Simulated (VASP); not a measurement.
Input of a VASP 6.6.1 run:

Contents of INCAR:

```
PREC     = Accurate       # precision mode
ENCUT    = 520            # plane-wave cutoff, eV
EDIFF    = 1E-6           # SCF threshold, eV
ISMEAR   = 0              # smearing method
SIGMA    = 0.01           # smearing width, eV
LREAL    = F              # projectors in reciprocal space
LASPH    = T              # aspherical terms in the spheres
NELM     = 60             # most SCF steps
ALGO     = Normal         # electronic algorithm
ISIF     = 2              # what is computed and relaxed
LWAVE    = F              # write WAVECAR
LCHARG   = F              # write CHGCAR
GGA      = PE             # functional
NBANDS   = 26             # bands
```

Contents of KPOINTS:

```
Automatic mesh
0
Gamma
  8 8 6
```

The input POSCAR:

```
CdHgS2
1.0
    4.2192778294      0.0000000000      0.0000000000
    0.0000000000      4.2192778294      0.0000000000
    0.0000000000      0.0000000000      5.9403673178
Cd Hg S
1 1 2
Direct
    0.0000000000      0.0000000000      0.0000000000
    0.5000000000      0.5000000000      0.5000000000
    0.5000000000      0.0000000000      0.2465115816
    0.0000000000      0.5000000000      0.7534884184
```

Potentials or basis: VASP PAW PBE potentials, release 64 (Cd, Hg, S).

Launch:

```console
$ cat potpaw_PBE.64/Cd/POTCAR potpaw_PBE.64/Hg/POTCAR potpaw_PBE.64/S/POTCAR > POTCAR
$ mpirun -np 1 vasp_std > vasp.out
```

(1) What does it give for the pressure?

(2) Predict the largest force.

## Answers

(1) 0.3 GPa.

(2) 0.008 eV/Å.
